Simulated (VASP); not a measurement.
A run of VASP 6.6.1 is set up as follows.

The input INCAR:

```
PREC = Accurate ; ENCUT = 520
EDIFF = 1E-6 ; ISMEAR = 0
SIGMA = 0.05 ; LREAL = Auto
LASPH = T ; NELM = 150
ALGO = Normal ; ISIF = 2
LWAVE = F ; LCHARG = T
ISPIN = 2 ; MAGMOM = 0 0 0 0 0 0 0 0 0 0 0 0 0 0 0 0.16 0 0 0 0.07 0 0 0 0 0.3 0 0 0.2 0 0 0.17 0.58 0.34 0 0 0.14 0.06 0.64 0 0.08 0.08 0 0.2 0.05 0.49 0 0
LORBIT = 11 ; LMAXMIX = 4
GGA = PE ; LELF = T
LVHAR = T ; NBANDS = 204
NELECT = 343.0 ; LUSENCCL = F
```

File KPOINTS:

```
regular mesh
0
Gamma
  2 2 2
```

The input POSCAR:

```
Hf15O32
1.0
    4.2593370000     -5.1857000000      5.2138670000
   -4.2593370000     -5.1857000000     -5.2138670000
    5.9766630000      5.1857000000     -5.2138670000
Hf O
15 32
Direct
    0.1188414418      0.3747281062      0.5285951326
    0.6188903479      0.3738396318      0.0346010080
    0.6180225184      0.8753010098      0.5364127483
    0.5873786829      0.5807240839      0.7092097402
    0.5727547908      0.0745124287      0.2049408788
    0.0945889191      0.0853757030      0.7124793654
    0.0947274590      0.5949539458      0.2140976128
    0.3752381270      0.1180940099      0.4533418042
    0.3818818549      0.6253390370      0.9625001918
    0.8830481415      0.6230986738      0.4630445458
    0.8814669970      0.1287910069      0.9732495185
    0.9109501094      0.4201085826      0.7858074358
    0.9127501792      0.9106626272      0.2873594247
    0.4061025250      0.9123973320      0.7828829818
    0.4134680216      0.4150289311      0.2825931074
    0.3534133865      0.8699763025      0.9766662184
    0.3440254568      0.3787139130      0.4795571154
    0.8441854170      0.3773379032      0.9829319631
    0.8446257204      0.8797289952      0.4799644837
    0.1487997803      0.8641766266      0.2860146053
    0.1479269638      0.3611406520      0.7626855497
    0.6518971048      0.3619584624      0.2653497563
    0.6484665712      0.8615749145      0.7717817866
    0.1565230382      0.1245344373      0.5200385862
    0.1608439351      0.5982628460      0.0189362971
    0.6591140194      0.6198425129      0.5184325796
    0.6520548362      0.1195078155      0.0151867034
    0.3689902234      0.1510279134      0.2429738038
    0.3498567496      0.6322971146      0.7243929082
    0.8482146828      0.6331650025      0.2280697611
    0.8573416059      0.1377006898      0.7357534830
    0.8562746218      0.6530269337      0.8847862701
    0.8595354612      0.1582491662      0.3627472626
    0.3622327044      0.1586344875      0.8720069109
    0.3684355206      0.6613918905      0.3706793315
    0.5451081431      0.4959041310      0.8781204761
    0.5502216444     -0.0014978318      0.3842515051
    0.0097260702     -0.0140117441      0.8608380525
    0.0436339461      0.4975653770      0.3777737396
    0.6351100929      0.3375723527      0.6329082704
    0.6381686710      0.8342810478      0.1305913500
    0.1336100710      0.8390516206      0.6287971639
    0.1391851402      0.3411942779      0.1223688730
    0.9550866307      0.4998002320      0.6156694229
    0.9721718901      1.0673494931      0.1713652788
    0.4620929796      1.0046065769      0.6202755727
    0.4618830798      0.5031219806      0.1176524937
```

Potentials or basis: VASP PAW PBE potentials, release 64 (Hf_pv, O).

Run with:

```bash
$ cat potpaw_PBE.64/Hf_pv/POTCAR potpaw_PBE.64/O/POTCAR > POTCAR
$ mpirun -np 1 vasp_std > vasp.out
```

Question: Predict the net moment.

Answer: -3.00 μB per cell.

Question: Predict the site moments.

Answer: Hf +0.01, +0.00, +0.02 (each value once); O -0.07, -0.01, -0.02, -0.00, -0.04, -0.18, -0.12, -0.45, -0.28, -0.10, -0.52, -0.03, -0.42 (each value once) μB.

Question: What does it give for the largest force?

Answer: 0.658 eV/Å.

Forces on the atoms (eV/Å):
```
Hf  -0.083  0.167 -0.060
Hf  -0.197 -0.063 -0.067
Hf  -0.064 -0.053 -0.192
Hf   0.581 -0.064  0.038
Hf  -0.066  0.233  0.368
Hf   0.216  0.343 -0.232
Hf  -0.177 -0.260  0.515
Hf   0.028 -0.089  0.178
Hf  -0.008  0.037 -0.360
Hf   0.139  0.018  0.079
Hf   0.421 -0.392  0.320
Hf   0.242 -0.165 -0.470
Hf  -0.341 -0.159 -0.043
Hf   0.246  0.169 -0.218
Hf  -0.481  0.199 -0.009
O    0.057 -0.378  0.121
O    0.018  0.037 -0.034
O    0.013  0.152 -0.049
O    0.048  0.023  0.039
O    0.067  0.104 -0.141
O   -0.141 -0.018  0.178
O   -0.023 -0.070 -0.016
O   -0.182  0.113  0.012
O   -0.018 -0.018 -0.035
O   -0.123  0.049  0.117
O   -0.052 -0.054  0.035
O   -0.106 -0.034 -0.062
O    0.191 -0.107 -0.144
O   -0.065 -0.001  0.079
O    0.106  0.052 -0.018
O   -0.205 -0.103 -0.079
O   -0.261  0.121  0.231
O    0.115 -0.063 -0.042
O   -0.016 -0.074  0.083
O    0.093 -0.038 -0.010
O   -0.023  0.170 -0.064
O    0.026  0.094 -0.072
O   -0.198 -0.148 -0.108
O    0.051  0.035 -0.133
O   -0.153  0.054 -0.032
O    0.141  0.010 -0.026
O   -0.070  0.020  0.028
O    0.207  0.075 -0.096
O   -0.112 -0.116  0.128
O    0.010  0.158  0.069
O    0.001  0.014  0.066
O    0.148  0.021  0.127
```

Caveat: the k points lie up to 0.43 Å⁻¹ apart; the cell carries a net charge on a neutralising background, which shifts energy and pressure.
